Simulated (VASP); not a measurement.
# W (Fmmm) in VASP: notebook

The runs below take W through single point, with PBEsol.

All numbers are computed with VASP 6.6.1; they aren't measurements. Logs are shortened: lines on timing, memory, paths and dates and some standing lists are left out, and cuts for length are marked.

## Step 1: The cell of the first run

It takes space group Fmmm (No. 69, orthorhombic). Conventional cell: a = 3.195 Å, b = 4.348 Å, c = 4.687 Å, α = 90.00°, β = 90.00°, γ = 90.00°. Within 3.6 Å of W (site symmetry mmm) lie 14 W at 2.70 to 3.20 Å.

## Step 2: Single point, PBEsol (strain -0.0750 x Voigt [0, 0, 0, 1, 0, 0])

Input file INCAR:

```
SYSTEM = W
PREC = Accurate ; ENCUT = 520
EDIFF = 1E-6 ; ISMEAR = 0
SIGMA = 0.15 ; LREAL = .FALSE.
LASPH = .TRUE. ; NELM = 60
ALGO = Fast ; ISIF = 2
LWAVE = .FALSE. ; LCHARG = .FALSE.
GGA = PS ; NBANDS = 13
```

Input file KPOINTS:

```
Automatic mesh
0
G
  20 20 20
  0 0 0
```

Input file POSCAR:

```
W
1.0
   -1.5973000000      1.5374012500      1.5374012500
    1.5973000000     -1.6571987500      1.6571987500
    1.5973000000      1.6571987500     -1.6571987500
W
1
Direct
    0.0000000000      0.0000000000      0.0000000000
```

Potentials or basis: VASP PAW PBE potentials, release 64 (W_sv).

On the command line:

```console
$ cat potpaw_PBE.64/W_sv/POTCAR > POTCAR
$ mpirun -np 1 vasp_std > vasp.out
```

OUTCAR:

```text
SYSTEM = W
   PREC = Accurate
   ENCUT = 520
   EDIFF = 1E-6
   ISMEAR = 0
   LREAL = .FALSE.
   LASPH = .TRUE.
   NELM = 60
   ISIF = 2
   GGA = PS

 ion  position               nearest neighbor table
   1  0.000  0.000  0.000-

  LATTYP: Found a face centered orthorhombic cell.
 ALAT       =     3.1946000000
 B/A-ratio  =     1.3611805538
 C/A-ratio  =     1.4672465710

  Lattice vectors:

 A1 = (   0.0000000000,  -0.1197975000,   3.1946000000)
 A2 = (   1.5973000000,  -1.6571987500,   1.6571987500)
 A3 = (   1.5973000000,   1.5374012500,   1.5374012500)

Analysis of symmetry for initial positions (statically):
=====================================================================
 Subroutine PRICEL returns:
 Original cell was already a primitive cell.

 Routine SETGRP: Setting up the symmetry group for a
 face centered orthorhombic supercell.

 Subroutine GETGRP returns: Found  8 space group operations
 (whereof  8 operations were pure point group operations)
 out of a pool of  8 trial point group operations.

The static configuration has the point symmetry D_2h.

Analysis of symmetry for dynamics (positions and initial velocities):
=====================================================================
 Subroutine PRICEL returns:
 Original cell was already a primitive cell.

 Routine SETGRP: Setting up the symmetry group for a
 face centered orthorhombic supercell.

 Subroutine GETGRP returns: Found  8 space group operations
 (whereof  8 operations were pure point group operations)
 out of a pool of  8 trial point group operations.

The dynamic configuration has the point symmetry D_2h.

 Subroutine INISYM returns: Found  8 space group operations
 (whereof  8 operations are pure point group operations),
 and found     1 'primitive' translations

----------------------------------------------------------------------------------------

                                     Primitive cell

  volume of cell :      16.2783

  direct lattice vectors                    reciprocal lattice vectors
    -1.597300000  1.537401250  1.537401250     0.000000000  0.325224140  0.325224140
     1.597300000 -1.657198750  1.657198750     0.313028235  0.011755089  0.313469051
     1.597300000  1.657198750 -1.657198750     0.313028235  0.313469051  0.011755089

  length of vectors
[... 86 lines left out ...]
   ISIF   =      2    stress and relaxation
   ISYM   =      2    0-nonsym 1-usesym 2-fastsym
   POTIM  = 0.5000    time-step for ionic-motion
   TEBEG  =    0.0;   TEEND  =   0.0 temperature during run
   PSTRESS=    0.0 pullay stress
   NELECT =      14.0000    total number of electrons
   NUPDOWN=      -1.0000    fix difference up-down
   EMIN   =  10.00;   EMAX   =-10.00  energy-range for DOS
   EFERMI =   0.00;   METHOD = LEGACY
   ISMEAR =     0;   SIGMA  =   0.15  broadening in eV -4-tet -1-fermi 0-gaus
   EFERMI_NEDOS =   21; number of points for ismear=-14 and -15
   IALGO  =     68    algorithm
   IMIX   =      4    mixing-type and parameters
     AMIX     =   0.40;   BMIX     =  1.00
     AMIX_MAG =   1.60;   BMIX_MAG =  1.00
  volume/ion in A,a.u.               =      16.28       109.85
  Fermi-wavevector in a.u.,A,eV,Ry     =   1.556855  2.942029 32.977753  2.423796
  Thomas-Fermi vector in A             =   2.660590
   LORBIT       =      0    0 simple, 1 ext, 2 COOP (PROOUT), +10 PAW based schemes
   GGA     = PS    functional components
   LHFCALC =     F    Hartree Fock is set to
   AEXX    =    0.0000 exact exchange contribution
   IVDW    =     0    specifies the selected vdW correction
   LEPSILON=     F    determine dielectric tensor
   LRPA    =     F    only Hartree local field effects (RPA)
 non-spin polarized calculation
 RMM-DIIS sequential band-by-band and
 Gauss-broadening in eV      SIGMA  =   0.15
  energy-cutoff  :      520.00
  volume of cell :       16.28
 maximum number of plane-waves:       452
   NGX =  9   NGY = 11   NGZ = 11

 number of electron      14.0000002 magnetization

 Free energy of the ion-electron system (eV)
  ---------------------------------------------------
  ext. energy  EPLUGINS =         0.00000000
  ---------------------------------------------------
  free energy    TOTEN  =       -13.75266309 eV

  energy without entropy =      -13.74836833  energy(sigma->0) =      -13.75051571

 E-fermi :  10.9269     XC(G=0): -13.6071

 val. band max:       10.9226326932   @ k =   0.0000   0.5000   0.5000
 cond. band min:      10.9373302402   @ k =  -0.2000   0.1500   0.1000
 fundamental gap:      0.0146975470
 Fermi energy:        10.9269009069

 k-point     1 :       0.0000    0.0000    0.0000
  band No.  band energies     occupation
      1     -63.2891      2.00000
      2     -26.9949      2.00000
      3     -26.8664      2.00000
      4     -26.7677      2.00000
      5       1.3966      2.00000
      6       9.0612      2.00000
      7       9.5358      2.00000
      8      10.3431      2.00000
      9      13.0985      0.00000
     10      13.2850      0.00000
     11      24.7096      0.00000
     12      25.4117      0.00000
     13      26.0816      0.00000
[... 354 lines left out ...]
  band No.  band energies     occupation
      1     -63.2505      2.00000
      2     -27.2048      2.00000
      3     -27.0175      2.00000
      4     -26.9091      2.00000
      5       2.7786      2.00000
      6       9.1690      2.00000
      7       9.4932      2.00000
      8      10.8472      1.54744
      9      11.9979      0.00000
     10      13.1412      0.00000
     11      26.0466      0.00000
     12      27.4642      0.00000
     13      28.4322      0.00000

 [... further k-points ...]

------------------------ aborting loop because EDIFF is reached ----------------------------------------

  FORCE on cell =-STRESS in cart. coord.  units (eV):
  Direction    XX          YY          ZZ          XY          YZ          ZX
  --------------------------------------------------------------------------------------
  -------------------------------------------------------------------------------------
  Total       -0.9343599     -0.9937758     -0.9937758      0.0000000      1.0549461      0.0000000
  in kB      -91.9637032    -97.8116772    -97.8116772      0.0000000    103.8323145      0.0000000
  external PRESSURE =     -95.8623525 kB  Pullay stress =       0.0000000 kB

 VOLUME and BASIS-vectors are now :
 -----------------------------------------------------------------------------
  energy-cutoff  :      520.00
  volume of cell :       16.28
      direct lattice vectors                 reciprocal lattice vectors
    -1.597300000  1.537401250  1.537401250     0.000000000  0.325224140  0.325224140
     1.597300000 -1.657198750  1.657198750     0.313028235  0.011755089  0.313469051
     1.597300000  1.657198750 -1.657198750     0.313028235  0.313469051  0.011755089

 POSITION                                       TOTAL-FORCE (eV/Angst)
 -----------------------------------------------------------------------------------
      0.00000      0.00000      0.00000         0.000000      0.000000      0.000000
 -----------------------------------------------------------------------------------
    total drift:                                0.000000      0.000000     -0.000000

  FREE ENERGIE OF THE ION-ELECTRON SYSTEM (eV)
  ---------------------------------------------------
  free  energy   TOTEN  =       -13.7526630903 eV

  energy  without entropy=      -13.7483683325  energy(sigma->0) =      -13.75051571
```

OSZICAR:

```text
N       E                     dE             d eps       ncg     rms          rms(c)
DAV:   1     0.841167606939E+02    0.84117E+02   -0.74921E+03 30488   0.122E+03
DAV:   2    -0.127970758286E+02   -0.96914E+02   -0.93085E+02 34101   0.316E+02
DAV:   3    -0.144582887796E+02   -0.16612E+01   -0.16559E+01 33196   0.401E+01
DAV:   4    -0.144650286808E+02   -0.67399E-02   -0.67397E-02 33616   0.284E+00
DAV:   5    -0.144650862424E+02   -0.57562E-04   -0.57561E-04 33826   0.246E-01    0.207E+01
RMM:   6    -0.139007957207E+02    0.56429E+00   -0.44997E-01 33104   0.611E+00    0.844E+00
RMM:   7    -0.137567452272E+02    0.14405E+00   -0.31556E-01 33321   0.508E+00    0.905E-01
RMM:   8    -0.137529032068E+02    0.38420E-02   -0.12175E-02 37636   0.122E+00    0.263E-01
RMM:   9    -0.137526697674E+02    0.23344E-03   -0.19068E-03 36623   0.517E-01    0.249E-02
RMM:  10    -0.137526689192E+02    0.84820E-06   -0.28132E-04 38390   0.201E-01    0.988E-03
RMM:  11    -0.137526628822E+02    0.60370E-05   -0.33541E-05 38828   0.708E-02    0.336E-03
RMM:  12    -0.137526630903E+02   -0.20811E-06   -0.85451E-06 34239   0.342E-02
   1 F= -.13752663E+02 E0= -.13750516E+02  d E =-.429476E-02
```

stdout:

```text
POSCAR found type information on POSCAR W
 POSCAR found :  1 types and       1 ions
 scaLAPACK will be used
 -----------------------------------------------------------------------------
|                                                                             |
|                                                                             |
|     You enforced a specific xc type in the INCAR file but a different       |
|     I HOPE YOU KNOW WHAT YOU ARE DOING!                                     |
|                                                                             |
 -----------------------------------------------------------------------------

 LDA part: xc-table for (Slater+PW92), standard interpolation
 POSCAR, INCAR and KPOINTS ok, starting setup
 FFT: planning ... GRIDC
 FFT: planning ... GRID_SOFT
 FFT: planning ... GRID
 WAVECAR not read
 entering main loop
WARNING in EDDRMM: call to ZHEGV failed, returncode =   6  3     13
```

Wall time 84 s (1 thread of Intel Xeon 6975P-C (Granite Rapids), shared host); peak memory 0.33 GiB.

What came out:

```
Free energy            : -13.7527 eV
Pressure               : -9.6 GPa
Band gap on the k mesh : zero (bands 7 and 8 overlap by 5.14 eV)
```

Levels at points of the mesh, in eV from the Fermi level:
| k point | band 4 | band 5 | band 6 | band 7 | band 8 | band 9 | band 10 | band 11 |
| --- | --- | --- | --- | --- | --- | --- | --- | --- |
| (0.00, 0.00, 0.00) | -37.69 | -9.53 | -1.87 | -1.39 | -0.58 | 2.17 | 2.36 | 13.78 |
| (0.50, 0.00, 0.00) | -37.89 | -6.10 | -3.31 | 1.22 | 1.60 | 2.34 | 6.46 | 10.88 |
| (0.00, 0.50, 0.00) | -37.78 | -6.14 | -3.51 | 0.59 | 2.07 | 2.95 | 5.76 | 10.75 |
| (0.00, 0.50, 0.50) | -37.72 | -6.25 | -3.70 | 0.00 | 2.57 | 3.53 | 5.44 | 9.62 |
| (0.50, 0.50, 0.50) | -38.52 | -5.71 | -5.64 | 4.15 | 4.85 | 5.79 | 7.65 | 8.01 |

Caveat: the cell differs from its parent crystal (strain -0.0750 x Voigt [0, 0, 0, 1, 0, 0]); the cell stands under tension; the PAW data sets were made with another functional, which shifts forces and pressure a little; spin-orbit coupling is left out, which moves the levels of the heavy elements.

## Step 3: Single point, PBEsol (strain +0.0375 x Voigt [0, 0, 0, 1, 0, 0])

Input file INCAR:

```
SYSTEM = W
ALGO = Fast ; EDIFF = 1E-7
ENCUT = 520 ; GGA = PS
ISIF = 2 ; ISMEAR = 0
LASPH = .TRUE. ; LCHARG = .TRUE.
LELF = .TRUE. ; LREAL = .FALSE.
LVHAR = .TRUE. ; LWAVE = .FALSE.
NBANDS = 13 ; NELM = 60
PREC = Accurate ; SIGMA = 0.15
```

Input file KPOINTS:

```
k-points
0
G
  20 20 20
  0 0 0
```

Input file POSCAR:

```
W
1.0
   -1.5973000000      1.6272493750      1.6272493750
    1.5973000000     -1.5673506250      1.5673506250
    1.5973000000      1.5673506250     -1.5673506250
W
1
Direct
    0.0000000000      0.0000000000      0.0000000000
```

Potentials or basis: VASP PAW PBE potentials, release 64 (W_sv).

On the command line:

```console
$ cat potpaw_PBE.64/W_sv/POTCAR > POTCAR
$ mpirun -np 1 vasp_std > vasp.out
```

It took 66 s on 1 thread of Intel Xeon 6975P-C (Granite Rapids), shared host; peak memory 0.33 GiB.

The run converged. Its results:

| Property | Result |
| --- | --- |
| Free energy | -13.7812 eV |
| Pressure | -10.6 GPa |
| Band gap on the k mesh | zero (bands 7 and 8 overlap by 5.60 eV) |

Stress tensor (GPa, compression positive):
```
-10.49   0.00   0.00
  0.00 -10.65  -5.18
  0.00  -5.18 -10.65
```

Levels at points of the mesh, in eV from the Fermi level:
| k point | band 4 | band 5 | band 6 | band 7 | band 8 | band 9 | band 10 | band 11 |
| --- | --- | --- | --- | --- | --- | --- | --- | --- |
| (0.00, 0.00, 0.00) | -37.76 | -9.53 | -1.54 | -1.27 | -0.90 | 2.14 | 2.19 | 14.11 |
| (0.50, 0.00, 0.00) | -37.78 | -6.19 | -3.58 | 0.27 | 2.27 | 3.25 | 5.65 | 10.09 |
| (0.00, 0.50, 0.00) | -37.81 | -6.14 | -3.48 | 0.57 | 2.03 | 2.96 | 5.85 | 10.63 |
| (0.00, 0.50, 0.50) | -37.86 | -6.11 | -3.39 | 0.88 | 1.79 | 2.66 | 6.15 | 11.10 |
| (0.50, 0.50, 0.50) | -38.58 | -5.68 | -5.66 | 4.54 | 4.92 | 5.36 | 7.81 | 8.00 |

Caveat: the cell differs from its parent crystal (strain +0.0375 x Voigt [0, 0, 0, 1, 0, 0]); the cell stands under tension; the PAW data sets were made with another functional, which shifts forces and pressure a little; spin-orbit coupling is left out, which moves the levels of the heavy elements.

[end of part 1 of 2]
